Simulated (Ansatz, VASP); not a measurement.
Pd in VASP and in Ansatz

POSCAR

```
Pd
1.0
    0.0000000000      2.0311483720      2.0311483720
    2.0311483720      0.0000000000      2.0311483720
    2.0311483720      2.0311483720      0.0000000000
Pd
1
Direct
    0.0000000000      0.0000000000      0.0000000000
```

The input INCAR.step1:

```
ALGO     = Normal         # electronic algorithm
EDIFF    = 1E-4           # SCF threshold, eV
ENCUT    = 520            # plane-wave cutoff, eV
GGA      = PE             # functional
ISMEAR   = -1             # smearing method
LASPH    = T              # aspherical terms in the spheres
LCHARG   = F              # write CHGCAR
LREAL    = F              # projectors in reciprocal space
LWAVE    = T              # write WAVECAR
NBANDS   = 11             # bands
NELM     = 60             # most SCF steps
PREC     = Accurate       # precision mode
SIGMA    = 0.1            # smearing width, eV
```

File INCAR.step2:

```
ALGO     = Normal         # electronic algorithm
EDIFF    = 1E-6           # SCF threshold, eV
ENCUT    = 520            # plane-wave cutoff, eV
ISIF     = 2              # what is computed and relaxed
ISMEAR   = -1             # smearing method
ISTART   = 1            
LASPH    = T              # aspherical terms in the spheres
LCHARG   = T              # write CHGCAR
LELF     = T              # ELF
LMIXTAU  = T            
LREAL    = F              # projectors in reciprocal space
LVHAR    = T            
LWAVE    = F              # write WAVECAR
METAGGA  = R2SCAN         # meta-GGA
NBANDS   = 11             # bands
NELM     = 60             # most SCF steps
PREC     = Accurate       # precision mode
SIGMA    = 0.1            # smearing width, eV
```

Contents of KPOINTS:

```
k-points
0
Gamma
  23 23 23
```

Input for Ansatz:

```yaml
crystal:
  lattice:
    - [0.0, 2.031148372, 2.031148372]
    - [2.031148372, 0.0, 2.031148372]
    - [2.031148372, 2.031148372, 0.0]
  atoms:
    - { symbol: Pd, position: [0.0, 0.0, 0.0] }
hamiltonian:
  xc: r2scan
  pseudopotentials:
    kind: paw
    azcp:
      Pd: "pseudopotentials/Pd.paw.azcp"
basis:
  ecutwfc: 500
  fft_grid_basis: typed
kpoints:
  mp_grid: { grid: [23, 23, 23], shift: [0, 0, 0] }
magnetization:
  spin_polarized: false
scf:
  occupations: { method: fermi_dirac, width: 0.1 }
output:
  stress: true
```

Alike in both runs: task single point; functional r2SCAN; k mesh 23 × 23 × 23; occupations fermi-dirac, width 0.1 eV; no spin polarisation.

```csv
,VASP,Ansatz
version,VASP 6.6.1,Ansatz 0.2.0
potentials or method,"VASP PAW PBE potentials, release 64 (Pd), cutoff 520 eV","plane waves (500 eV) with PAW, scalar-relativistic"
valence electrons in the cell,10,18
```

Ansatz gave:

```
pressure (GPa) : -15.2
```

Q: What did VASP give for the same quantities?

A: Pressure (GPa): -14.9.

VASP's potentials were made for PBE, not for r2SCAN. The functional is the same, so the differences come from potentials, cutoffs and numerics. VASP's potentials hold 10 valence electrons a cell and Ansatz's 18, so a difference there can come from the potentials and not from the codes.
